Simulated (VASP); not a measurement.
A run of VASP 6.6.1 is set up as follows.

File INCAR:

```
SYSTEM = BN
PREC = Accurate
ENCUT = 520
EDIFF = 1E-6
ISMEAR = 0
SIGMA = 0.05
LREAL = .FALSE.
LASPH = .TRUE.
NELM = 60
ALGO = Normal
ISIF = 2
LWAVE = .FALSE.
LCHARG = .TRUE.
GGA = PE
LELF = .TRUE.
LVHAR = .TRUE.
NBANDS = 36
```

The input KPOINTS:

```
regular mesh
0
G
  10 10 2
  0 0 0
```

POSCAR

```
BN
1.0
    1.8123485118     -1.8123485118      0.0000000000
    1.8123485118      0.0000000000     -1.8123485118
    7.5513313095      7.0984254164      7.0984254164
B N
6 6
Direct
    0.9670298600     -0.0329701400      0.3958000000
    0.3142465267      0.3142465267      0.2291333333
    0.6198131933      0.6198131933      0.5624666667
    0.9253798600      0.9253798600      0.8958000000
    0.2725965267      0.2725965267      0.7291333333
    0.6614631933      0.6614631933      0.0624666667
    0.6302256933      0.6302256933      0.4374666667
   -0.0225576400     -0.0225576400      0.2708000000
    0.2830090267      0.2830090267      0.6041333333
    0.5885756933      0.5885756933      0.9374666667
   -0.0642076400     -0.0642076400      0.7708000000
    0.3246590267      0.3246590267      0.1041333333
```

Potentials or basis: VASP PAW PBE potentials, release 64 (B, N).

The run is started by

```bash
$ cat potpaw_PBE.64/B/POTCAR potpaw_PBE.64/N/POTCAR > POTCAR
$ mpirun -np 1 vasp_std > vasp.out
```

Task: What does it give for the band gap on the k mesh?

Result: 3.99 eV (least direct gap 5.75 eV).

Task: Estimate the pressure.

Result: 0.3 GPa.

Stress tensor (GPa, compression positive):
```
-9.59 -1.89 -1.89
-1.89  5.18  6.36
-1.89  6.36  5.18
```

Caveat: the cell differs from its parent crystal (the part above a cut slid along it); the stress differs along the axes, from -10 to 5 GPa; forces of over 1 eV/Å act on the atoms, so gaps and moduli don't describe the material at rest. A k mesh can miss the band edges.
